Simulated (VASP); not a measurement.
# Si (P6_3/mmc) in VASP: further runs, part 2 of 2

VASP 6.6.1. Earlier steps stand in the parts before.

## 3. Single point, PBEsol

This run uses another cell than the first one, of 17.14 Å³/atom, 1.056 times its volume.

INCAR reads:

```
PREC = Accurate ; ENCUT = 520
EDIFF = 1E-7 ; ISMEAR = -1
SIGMA = 0.05 ; LREAL = F
LASPH = T ; NELM = 60
ALGO = Normal ; ISIF = 2
LWAVE = F ; LCHARG = F
GGA = PS ; NBANDS = 16
```

KPOINTS reads:

```
Automatic mesh
0
Gamma
  8 8 4
```

POSCAR reads:

```
Si
1.0
    3.6262775802      0.0000000000      0.0000000000
   -1.8131387901      3.1404485056      0.0000000000
    0.0000000000      0.0000000000      6.0200818381
Si
4
Direct
    0.6666666667      0.3333333333      0.9362189667
    0.3333333333      0.6666666667      0.4362189667
    0.6666666667      0.3333333333      0.5637810333
    0.3333333333      0.6666666667      0.0637810333
```

Potentials or basis: VASP PAW PBE potentials, release 64 (Si).

On the command line:

```
$ cat potpaw_PBE.64/Si/POTCAR > POTCAR
$ mpirun -np 1 vasp_std > vasp.out
```

OUTCAR:

```text
PREC = Accurate
   ENCUT = 520
   EDIFF = 1E-7
   ISMEAR = -1
   LREAL = F
   LASPH = T
   NELM = 60
   ISIF = 2
   GGA = PS

 ion  position               nearest neighbor table
   1  0.667  0.333  0.936-   4 2.23   4 2.23   4 2.23   3 2.24
   2  0.333  0.667  0.436-   3 2.23   3 2.23   3 2.23   4 2.24
   3  0.667  0.333  0.564-   2 2.23   2 2.23   2 2.23   1 2.24
   4  0.333  0.667  0.064-   1 2.23   1 2.23   1 2.23   2 2.24

  LATTYP: Found a hexagonal cell.
 ALAT       =     3.6262775802
[... 654 lines left out ...]

  FORCE on cell =-STRESS in cart. coord.  units (eV):
  Direction    XX          YY          ZZ          XY          YZ          ZX
  --------------------------------------------------------------------------------------
  -------------------------------------------------------------------------------------
  Total        8.6976216      8.6976216      8.6859610      0.0000000      0.0000000      0.0000000
  in kB      203.2618965    203.2618965    202.9893913      0.0000000      0.0000000      0.0000000
  external PRESSURE =     203.1710614 kB  Pullay stress =       0.0000000 kB

 VOLUME and BASIS-vectors are now :
 -----------------------------------------------------------------------------
  energy-cutoff  :      520.00
  volume of cell :       68.56
      direct lattice vectors                 reciprocal lattice vectors
     3.626277580  0.000000000  0.000000000     0.275764880  0.159212927  0.000000000
    -1.813138790  3.140448506  0.000000000     0.000000000  0.318425855  0.000000000
     0.000000000  0.000000000  6.020081838     0.000000000  0.000000000  0.166110699

 POSITION                                       TOTAL-FORCE (eV/Angst)
 -----------------------------------------------------------------------------------
      1.81314      1.04682      5.63611        -0.000000      0.000000     -0.002613
     -0.00000      2.09363      2.62607         0.000000     -0.000000     -0.002613
      1.81314      1.04682      3.39401        -0.000000      0.000000      0.002613
     -0.00000      2.09363      0.38397         0.000000     -0.000000      0.002613
 -----------------------------------------------------------------------------------
    total drift:                               -0.000000      0.000000     -0.000000

  FREE ENERGIE OF THE ION-ELECTRON SYSTEM (eV)
  ---------------------------------------------------
  free  energy   TOTEN  =       -22.2971150580 eV

  energy  without entropy=      -22.2956018130  energy(sigma->0) =      -22.29635844
```

OSZICAR:

```text
N       E                     dE             d eps       ncg     rms          rms(c)
DAV:   1     0.248941647499E+02    0.24894E+02   -0.61047E+03   960   0.834E+02
DAV:   2    -0.212627850685E+02   -0.46157E+02   -0.41703E+02  1328   0.123E+02
DAV:   3    -0.229499461968E+02   -0.16872E+01   -0.16781E+01  1288   0.224E+01
DAV:   4    -0.229662249363E+02   -0.16279E-01   -0.16277E-01  1208   0.286E+00
DAV:   5    -0.229664677559E+02   -0.24282E-03   -0.24281E-03  1264   0.323E-01    0.858E+00
DAV:   6    -0.224900848576E+02    0.47638E+00   -0.19288E-01  1112   0.215E+00    0.520E+00
DAV:   7    -0.222973682362E+02    0.19272E+00   -0.34305E-01  1152   0.293E+00    0.432E-01
DAV:   8    -0.222970290446E+02    0.33919E-03   -0.28398E-02  1184   0.896E-01    0.127E-01
DAV:   9    -0.222970821344E+02   -0.53090E-04   -0.69676E-04  1200   0.153E-01    0.926E-02
DAV:  10    -0.222971186076E+02   -0.36473E-04   -0.10924E-04  1184   0.549E-02    0.272E-02
DAV:  11    -0.222971147630E+02    0.38446E-05   -0.79275E-06  1272   0.152E-02    0.998E-03
DAV:  12    -0.222971150336E+02   -0.27065E-06   -0.68606E-07  1176   0.465E-03    0.528E-03
DAV:  13    -0.222971150580E+02   -0.24390E-07   -0.19661E-07  1144   0.251E-03
   1 F= -.22297115E+02 E0= -.22296358E+02  d E =-.151325E-02
```

stdout:

```text
POSCAR found type information on POSCAR Si
 POSCAR found :  1 types and       4 ions
 scaLAPACK will be used
 -----------------------------------------------------------------------------
|                                                                             |
|                                                                             |
|     You enforced a specific xc type in the INCAR file but a different       |
|     I HOPE YOU KNOW WHAT YOU ARE DOING!                                     |
|                                                                             |
 -----------------------------------------------------------------------------

 LDA part: xc-table for (Slater+PW92), standard interpolation
 POSCAR, INCAR and KPOINTS ok, starting setup
 FFT: planning ... GRIDC
 FFT: planning ... GRID_SOFT
 FFT: planning ... GRID
 WAVECAR not read
 entering main loop
```

Run time: 20 s. Hardware: 1 thread of AMD EPYC 9R14 (Zen 4), shared host; peak memory 0.15 GiB.

What came out:

```
Free energy            : -22.2971 eV
Pressure               : 20.3 GPa
Band gap on the k mesh : zero (band 8 reaches 7.86 eV, above the bottom of band 9 at 7.75 eV)
```

Forces in eV/Å, atoms in the order of the input:
```
Si   0.000  0.000 -0.003
Si   0.000  0.000 -0.003
Si   0.000  0.000  0.003
Si   0.000  0.000  0.003
```

Levels at points of the mesh, in eV from the Fermi level:
```csv
k point,band 5,band 6,band 7,band 8,band 9,band 10,band 11,band 12
"(0.00, 0.00, 0.00)",-1.68,-0.46,0.10,0.10,1.49,1.89,1.89,2.40
"(0.50, 0.00, 0.00)",-5.47,-3.67,-3.51,-1.59,-0.01,2.47,2.70,2.90
"(0.00, 0.00, 0.50)",-1.00,-1.00,-1.00,-1.00,2.25,2.25,2.94,2.94
"(0.50, 0.00, 0.50)",-2.80,-2.80,-2.77,-2.77,0.80,0.80,1.27,1.27
```

Caveat: the PAW data sets were made with another functional, which shifts forces and pressure a little.
